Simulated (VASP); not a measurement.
Crystal: Mg.

```
CELL_PARAMETERS angstrom
-1.83599 1.83599 1.67940
1.83599 -1.83599 1.67940
1.83599 1.83599 -1.67940
ATOMIC_POSITIONS crystal
Mg 0.00000 0.00000 0.00000
```

Program: VASP 6.6.1. Alike in all runs: task single point; potentials or basis VASP PAW PBE potentials, release 64 (Mg); no spin polarisation; cell as given; cutoff (eV) 600.

Problem. Order these runs on this cell by their pressure, lowest first.
A. level PBE; k mesh 4 × 4 × 4, shifted; smearing gaussian 0.1 eV
B. level revPBE; k mesh 2 × 2 × 2; smearing tetrahedron
C. level PBE; k mesh 2 × 2 × 2; smearing gaussian 0.1 eV

Solution. B (-1.1 GPa), A (0.8 GPa), C (3.1 GPa).

Caveats: all runs use coarse meshes; the PAW data sets were made with another functional, which shifts forces and pressure a little (at least some runs); tetrahedron occupations give inexact forces and stress in metals (at least some runs).
